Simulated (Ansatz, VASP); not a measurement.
## HgTe: VASP beside Ansatz

INCAR

```
  ALGO = Normal
  EDIFF = 1E-6
  ENCUT = 520
  ISIF = 2
  ISMEAR = -1
  LASPH = T
  LCHARG = F
  LREAL = F
  LWAVE = F
  NBANDS = 16
  NELM = 80
  PREC = Accurate
  SIGMA = 0.08
```

File KPOINTS:

```
k-points
0
Gamma
  10 10 10
```

The input POSCAR:

```
HgTe
1.0
   -0.0292150000      2.9068925000      2.9068925000
    2.9068925000     -0.0292150000      2.9068925000
    2.9068925000      2.9068925000     -0.0292150000
Hg Te
1 1
Direct
    0.0000000000      0.0000000000      0.0000000000
    0.5000000000      0.5000000000      0.5000000000
```

Input for Ansatz:

```yaml
crystal:
  lattice:
    - [-0.029215, 2.9068925, 2.9068925]
    - [2.9068925, -0.029215, 2.9068925]
    - [2.9068925, 2.9068925, -0.029215]
  atoms:
    - { symbol: Hg, position: [0.0, 0.0, 0.0] }
    - { symbol: Te, position: [0.5, 0.5, 0.5] }
kpoints:
  mp_grid: { grid: [10, 10, 10] }
  band_path:
    path:
      - [0.0, 0.0, 0.0]
      - [0.5, 0.5, 0.5]
      - [0.2525443832, 0.5, 0.7474556168]
      - [-0.2525443832, 0.2525443832, 0.5]
      - [0.0, 0.0, 0.5]
      - [0.0, 0.0, 0.0]
      - [-0.3762721916, 0.0, 0.3762721916]
      - [0.0, 0.3762721916, 0.6237278084]
      - [0.0, 0.5, 0.5]
    npoints: 5
scf:
  occupations: { method: fermi_dirac, width: 0.08 }
hamiltonian:
  xc: lda
  pseudopotentials: { kind: all_electron, lapw: { basis_error: 0.001 } }
output:
  forces: true
  stress: true
  eigenvalues: true
```

Change from the starting cell: equal xy, yz and zx shear strains of -1 %.

Alike in both runs: task single point; functional LDA; k mesh 10 × 10 × 10; occupations fermi-dirac, width 0.08 eV; no spin polarisation.

|  | VASP | Ansatz |
| --- | --- | --- |
| version | VASP 6.6.1 | Ansatz 0.2.0 |
| potentials or method | VASP PAW LDA potentials, release 64 (Hg, Te), cutoff 520 eV | all-electron LAPW, scalar-relativistic |

```csv
,VASP,Ansatz,Ansatz less VASP
pressure (GPa),4.4,3.9,-0.54
"traceless stress, the component that is largest in VASP (GPa)",0.19,0.19,+0.003
```

LDA's correlation is that of Perdew and Zunger in VASP and of Perdew and Wang (1992) in Ansatz. Ansatz ran all-electron here, and VASP with PAW potentials.

Spin-orbit coupling is off throughout.
